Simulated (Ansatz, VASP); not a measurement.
## Al in VASP and in Ansatz

```
Al
1.0
     0.00000    2.00002    2.00002
     2.00002    0.00000    2.00002
     2.00002    2.00002    0.00000
Al
1
Direct
  0.00000 0.00000 0.00000
```

Alike in both runs: task single point; functional PBE; k mesh 12 × 12 × 12; occupations fermi-dirac, width 0.0612256 eV; no spin polarisation.

```csv
,VASP,Ansatz
version,VASP 6.6.1,Ansatz 0.2 development build
potentials or method,"VASP PAW PBE potentials, release 64 (Al), cutoff 500 eV","all-electron full-potential LAPW, scalar-relativistic"
```

|  | VASP | Ansatz | Ansatz less VASP |
| --- | --- | --- | --- |
| pressure (GPa) | 2.7 | 2.7 | +0.02 |

Ansatz ran all-electron here, and VASP with PAW potentials.
